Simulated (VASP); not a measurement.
# CoSn (Pm-3m) in VASP: notebook

CoSn is run at these levels: PBE; tasks: single point.

All numbers are computed with VASP 6.6.1; they aren't measurements. Logs are shortened: lines on timing, memory, paths and dates and some standing lists are left out, and cuts for length are marked.

**1. The cell of the first run**

The structure is cubic, space group Pm-3m (No. 221). Conventional cell: a = 3.150 Å, b = 3.150 Å, c = 3.150 Å, α = 90.00°, β = 90.00°, γ = 90.00°. Co (site symmetry m-3m) has 8 Sn at 2.73 Å and 6 Co at 3.15 Å within 3.6 Å. Sn (site symmetry m-3m) has 8 Co at 2.73 Å and 6 Sn at 3.15 Å within 3.6 Å.

The cell was built from a structure type or drawn by symmetry, and may not be a known phase.

**2. Single point, PBE, collinear spin, ferromagnetic start**

File INCAR:

```
  PREC = Accurate
  ENCUT = 520
  EDIFF = 1E-6
  ISMEAR = 0
  SIGMA = 0.1
  LREAL = F
  LASPH = T
  NELM = 150
  ALGO = Normal
  ISIF = 2
  LWAVE = F
  LCHARG = F
  ISPIN = 2
  MAGMOM = 3 0
  LORBIT = 11
  LMAXMIX = 4
  GGA = PE
  NBANDS = 22
```

File KPOINTS:

```
Automatic mesh
0
Gamma
  6 6 6
```

File POSCAR:

```
CoSn
1.0
    3.1498113201      0.0000000000      0.0000000000
    0.0000000000      3.1498113201      0.0000000000
    0.0000000000      0.0000000000      3.1498113201
Co Sn
1 1
Direct
    0.0000000000      0.0000000000      0.0000000000
    0.5000000000      0.5000000000      0.5000000000
```

Potentials or basis: VASP PAW PBE potentials, release 64 (Co, Sn_d).

On the command line:

```bash
$ cat potpaw_PBE.64/Co/POTCAR potpaw_PBE.64/Sn_d/POTCAR > POTCAR
$ mpirun -np 1 vasp_std > vasp.out
```

OUTCAR:

```text
PREC = Accurate
   ENCUT = 520
   EDIFF = 1E-6
   ISMEAR = 0
   LREAL = F
   LASPH = T
   NELM = 150
   ISIF = 2
   ISPIN = 2
   LORBIT = 11
   GGA = PE

 ion  position               nearest neighbor table
   1  0.000  0.000  0.000-   2 2.73   2 2.73   2 2.73   2 2.73   2 2.73   2 2.73   2 2.73   2 2.73

   2  0.500  0.500  0.500-   1 2.73   1 2.73   1 2.73   1 2.73   1 2.73   1 2.73   1 2.73   1 2.73

  LATTYP: Found a simple cubic cell.
 ALAT       =     3.1498113201

  Lattice vectors:

 A1 = (   3.1498113201,   0.0000000000,   0.0000000000)
 A2 = (   0.0000000000,   3.1498113201,   0.0000000000)
 A3 = (   0.0000000000,   0.0000000000,   3.1498113201)

Analysis of symmetry for initial positions (statically):
=====================================================================
 Subroutine PRICEL returns:
 Original cell was already a primitive cell.

 Routine SETGRP: Setting up the symmetry group for a
 simple cubic supercell.

 Subroutine GETGRP returns: Found 48 space group operations
 (whereof 48 operations were pure point group operations)
 out of a pool of 48 trial point group operations.

The static configuration has the point symmetry O_h .

Analysis of symmetry for dynamics (positions and initial velocities):
=====================================================================
 Subroutine PRICEL returns:
 Original cell was already a primitive cell.

 Routine SETGRP: Setting up the symmetry group for a
 simple cubic supercell.

 Subroutine GETGRP returns: Found 48 space group operations
 (whereof 48 operations were pure point group operations)
 out of a pool of 48 trial point group operations.

The dynamic configuration has the point symmetry O_h .

Analysis of structural, dynamic, and magnetic symmetry:
=====================================================================
 Subroutine PRICEL returns:
 Original cell was already a primitive cell.

 Routine SETGRP: Setting up the symmetry group for a
 simple cubic supercell.

 Subroutine GETGRP returns: Found 48 space group operations
 (whereof 48 operations were pure point group operations)
 out of a pool of 48 trial point group operations.

The overall configuration has the point symmetry O_h .

 Subroutine INISYM returns: Found 48 space group operations
 (whereof 48 operations are pure point group operations),
 and found     1 'primitive' translations

[... 110 lines left out ...]
  volume/ion in A,a.u.               =      15.63       105.44
  Fermi-wavevector in a.u.,A,eV,Ry     =   1.478086  2.793177 29.725150  2.184737
  Thomas-Fermi vector in A             =   2.592410
   LORBIT       =     11    0 simple, 1 ext, 2 COOP (PROOUT), +10 PAW based schemes
   GGA     = PE    functional components
   LHFCALC =     F    Hartree Fock is set to
   AEXX    =    0.0000 exact exchange contribution
   IVDW    =     0    specifies the selected vdW correction
   LEPSILON=     F    determine dielectric tensor
   LRPA    =     F    only Hartree local field effects (RPA)
 spin polarized calculation
 Gauss-broadening in eV      SIGMA  =   0.10
  energy-cutoff  :      520.00
  volume of cell :       31.25
 maximum number of plane-waves:       868
 NGX is ok and might be reduce to    24
   NGX = 11   NGY = 11   NGZ = 11

 number of electron      22.9999985 magnetization       0.6173788

 Free energy of the ion-electron system (eV)
  ---------------------------------------------------
  ext. energy  EPLUGINS =         0.00000000
  ---------------------------------------------------
  free energy    TOTEN  =       -10.57547594 eV

  energy without entropy =      -10.56274294  energy(sigma->0) =      -10.56910944

 E-fermi :  11.6147     XC(G=0): -12.3660

 val. band max:       11.5881036303   @ k =   0.5000   0.3333   0.0000
 cond. band min:      11.6351716860   @ k =   0.5000   0.1667   0.0000
 fundamental gap:      0.0470680557
 Fermi energy:        11.6147320491

 spin component 1

 k-point     1 :       0.0000    0.0000    0.0000
  band No.  band energies     occupation
      1     -10.4746      1.00000
      2     -10.4746      1.00000
      3     -10.1776      1.00000
      4     -10.1776      1.00000
      5     -10.1776      1.00000
      6      -0.8851      1.00000
[... 489 lines left out ...]
     21      36.4539      0.00000
     22      37.8879      0.00000
 Fermi energy:        11.6147320491

 spin component 2

 k-point     1 :       0.0000    0.0000    0.0000
  band No.  band energies     occupation
      1     -10.4780      1.00000
      2     -10.4780      1.00000
      3     -10.1817      1.00000
      4     -10.1817      1.00000
      5     -10.1817      1.00000
      6      -0.9010      1.00000
[... 489 lines left out ...]
     21      36.4432      0.00000
     22      37.8127      0.00000

------------------------ aborting loop because EDIFF is reached ----------------------------------------

  FORCE on cell =-STRESS in cart. coord.  units (eV):
  Direction    XX          YY          ZZ          XY          YZ          ZX
  --------------------------------------------------------------------------------------
  -------------------------------------------------------------------------------------
  Total        0.0066753      0.0066753      0.0066753     -0.0000000     -0.0000000     -0.0000000
  in kB        0.3422367      0.3422367      0.3422367     -0.0000000     -0.0000000     -0.0000000
  external PRESSURE =       0.3422367 kB  Pullay stress =       0.0000000 kB

 VOLUME and BASIS-vectors are now :
 -----------------------------------------------------------------------------
  energy-cutoff  :      520.00
  volume of cell :       31.25
      direct lattice vectors                 reciprocal lattice vectors
     3.149811320  0.000000000  0.000000000     0.317479334  0.000000000  0.000000000
     0.000000000  3.149811320  0.000000000     0.000000000  0.317479334  0.000000000
     0.000000000  0.000000000  3.149811320     0.000000000  0.000000000  0.317479334

 POSITION                                       TOTAL-FORCE (eV/Angst)
 -----------------------------------------------------------------------------------
      0.00000      0.00000      0.00000         0.000000      0.000000      0.000000
      1.57491      1.57491      1.57491         0.000000      0.000000      0.000000
 -----------------------------------------------------------------------------------
    total drift:                                0.000000      0.000000     -0.000000

  FREE ENERGIE OF THE ION-ELECTRON SYSTEM (eV)
  ---------------------------------------------------
  free  energy   TOTEN  =       -10.5754759399 eV

  energy  without entropy=      -10.5627429430  energy(sigma->0) =      -10.56910944

 total charge

# of ion       s       p       d       tot
------------------------------------------
    1        0.347   0.347   7.510   8.204
    2        1.102   1.203  10.083  12.389
--------------------------------------------------
tot          1.449   1.550  17.593  20.592

 magnetization (x)

# of ion       s       p       d       tot
------------------------------------------
    1        0.005  -0.000   0.656   0.661
    2       -0.002  -0.003  -0.010  -0.016
--------------------------------------------------
tot          0.002  -0.003   0.646   0.645
```

OSZICAR:

```text
N       E                     dE             d eps       ncg     rms          rms(c)
DAV:   1     0.162010389410E+03    0.16201E+03   -0.10575E+04  1864   0.166E+03
DAV:   2     0.409476444491E+01   -0.15792E+03   -0.15077E+03  1814   0.355E+02
DAV:   3    -0.105375055720E+02   -0.14632E+02   -0.14466E+02  1988   0.965E+01
DAV:   4    -0.109187726293E+02   -0.38127E+00   -0.38099E+00  2120   0.159E+01
DAV:   5    -0.109337822659E+02   -0.15010E-01   -0.15009E-01  2416   0.290E+00    0.109E+01
DAV:   6    -0.142590638066E+02   -0.33253E+01   -0.28606E+01  2028   0.486E+01    0.180E+01
DAV:   7    -0.105909307882E+02    0.36681E+01   -0.10462E+01  2012   0.359E+01    0.246E+00
DAV:   8    -0.105830835425E+02    0.78472E-02   -0.39516E-01  2586   0.537E+00    0.132E+00
DAV:   9    -0.105767184923E+02    0.63651E-02   -0.34522E-02  2238   0.166E+00    0.685E-01
DAV:  10    -0.105756012529E+02    0.11172E-02   -0.25683E-03  2488   0.501E-01    0.145E-01
DAV:  11    -0.105754904458E+02    0.11081E-03   -0.92713E-04  2604   0.296E-01    0.486E-02
DAV:  12    -0.105754764880E+02    0.13958E-04   -0.54402E-05  2130   0.682E-02    0.273E-02
DAV:  13    -0.105754753926E+02    0.10954E-05   -0.46106E-06  2314   0.178E-02    0.177E-02
DAV:  14    -0.105754759399E+02   -0.54731E-06   -0.12348E-06  1456   0.113E-02
   1 F= -.10575476E+02 E0= -.10569109E+02  d E =-.127330E-01  mag=     0.6174
```

stdout:

```text
POSCAR found type information on POSCAR CoSn
 POSCAR found :  2 types and       2 ions
 scaLAPACK will be used
 LDA part: xc-table for (Slater+PW92), standard interpolation
 POSCAR, INCAR and KPOINTS ok, starting setup
 FFT: planning ... GRIDC
 FFT: planning ... GRID_SOFT
 FFT: planning ... GRID
 WAVECAR not read
 entering main loop
```

Run time: 10 s. Hardware: 1 thread of Intel Xeon 6975P-C (Granite Rapids), shared host; peak memory 0.16 GiB.

Results:

```yaml
Free_energy: -10.5755 eV
Pressure: 0.0 GPa
Net_moment: 0.62 μB per cell
Site_moments: Co +0.66; Sn -0.02 μB
Valence_electrons_inside_the_program's_atomic_spheres: Co 8.20; Sn 12.39
```

Levels at points of the mesh, in eV from the Fermi level:
Spin up:
| k point | band 8 | band 9 | band 10 | band 11 | band 12 | band 13 | band 14 | band 15 | band 16 | band 17 |
| --- | --- | --- | --- | --- | --- | --- | --- | --- | --- | --- |
| (0.00, 0.00, 0.00) | -2.73 | -1.23 | -1.23 | -1.23 | 2.53 | 2.53 | 2.53 | 7.82 | 8.19 | 8.19 |
| (0.50, 0.00, 0.00) | -2.59 | -2.11 | -2.11 | -1.26 | -0.93 | 7.21 | 7.21 | 9.03 | 9.29 | 9.29 |
| (0.50, 0.50, 0.00) | -4.35 | -2.84 | -1.59 | -1.59 | -1.09 | 0.38 | 1.03 | 8.14 | 10.80 | 10.80 |
| (0.50, 0.50, 0.50) | -4.35 | -2.58 | -1.06 | -1.06 | 2.10 | 2.10 | 2.10 | 2.43 | 2.43 | 2.43 |
Spin down:
```tsv
k point	band 9	band 10	band 11	band 12	band 13	band 14
(0.00, 0.00, 0.00)	-0.79	-0.79	-0.79	2.52	2.52	2.52
(0.50, 0.00, 0.00)	-1.75	-1.75	-0.82	0.02	7.29	7.29
(0.50, 0.50, 0.00)	-2.30	-1.18	-1.18	-0.09	0.78	1.51
(0.50, 0.50, 0.50)	-2.59	-0.05	-0.05	2.09	2.09	2.09
```

Caveat: spin-orbit coupling is left out, which moves the levels of the heavy elements.

**3. Single point, PBE, collinear spin, ferromagnetic start**

This run uses another cell than the first one, of 23.83 Å³/atom.

File INCAR:

```
SYSTEM = CoSn
  ALGO = Fast
  EDIFF = 1E-7
  ENCUT = 520
  GGA = PE
  ISIF = 2
  ISMEAR = 0
  ISPIN = 2
  LASPH = .True.
  LCHARG = .False.
  LMAXMIX = 4
  LORBIT = 11
  LREAL = .False.
  LWAVE = .False.
  MAGMOM = 3 0
  NBANDS = 22
  NELM = 150
  PREC = Accurate
  SIGMA = 0.1
```

File KPOINTS:

```
k-points
0
Gamma
  6 6 6
  0 0 0
```

File POSCAR:

```
CoSn
1.0
    3.6255161900      0.0000000000      0.0000000000
    0.0000000000      3.6255161900      0.0000000000
    0.0000000000      0.0000000000      3.6255161900
Co Sn
1 1
Direct
    0.0000000000      0.0000000000      0.0000000000
    0.5000000000      0.5000000000      0.5000000000
```

Potentials or basis: VASP PAW PBE potentials, release 64 (Co, Sn_d).

On the command line:

```bash
$ cat potpaw_PBE.64/Co/POTCAR potpaw_PBE.64/Sn_d/POTCAR > POTCAR
$ mpirun -np 1 vasp_std > vasp.out
```

It took 24 s on 1 thread of Intel Xeon 6975P-C (Granite Rapids), shared host; peak memory 0.19 GiB.

The run converged. Its results:

| Item | Value |
| --- | --- |
| Free energy | -9.3239 eV |
| Pressure | -16.0 GPa |
| Net moment | 1.37 μB per cell |
| Site moments | Co +1.54; Sn -0.04 μB |
| Valence electrons inside the program's atomic spheres | Co 7.74; Sn 12.05 |

Levels at points of the mesh, in eV from the Fermi level:
Spin up:
```tsv
k point	band 8	band 9	band 10	band 11	band 12	band 13	band 14	band 15	band 16	band 17
(0.00, 0.00, 0.00)	-2.18	-1.25	-1.25	-1.25	2.18	2.18	2.18	3.43	6.75	6.75
(0.50, 0.00, 0.00)	-2.10	-1.62	-1.62	-1.38	-1.24	4.75	4.75	6.42	7.21	7.40
(0.50, 0.50, 0.00)	-2.43	-2.19	-1.50	-1.41	-1.41	-0.75	0.26	5.39	9.16	9.16
(0.50, 0.50, 0.50)	-2.67	-2.67	-1.49	-1.49	1.38	1.38	1.38	2.34	2.34	2.34
```
Spin down:
| k point | band 7 | band 8 | band 9 | band 10 | band 11 | band 12 | band 13 | band 14 | band 15 | band 16 |
| --- | --- | --- | --- | --- | --- | --- | --- | --- | --- | --- |
| (0.00, 0.00, 0.00) | -0.44 | -0.44 | -0.12 | -0.12 | -0.12 | 2.10 | 2.10 | 2.10 | 3.67 | 6.94 |
| (0.50, 0.00, 0.00) | -4.73 | -0.64 | -0.64 | -0.28 | -0.11 | 0.62 | 4.83 | 4.83 | 6.45 | 7.43 |
| (0.50, 0.50, 0.00) | -2.54 | -2.54 | -0.99 | -0.33 | -0.33 | 0.33 | 0.59 | 1.21 | 5.29 | 9.16 |
| (0.50, 0.50, 0.50) | -2.22 | -2.22 | -2.22 | 0.60 | 0.60 | 1.97 | 1.97 | 1.97 | 2.29 | 2.29 |

Caveat: the cell stands under tension; spin-orbit coupling is left out, which moves the levels of the heavy elements.
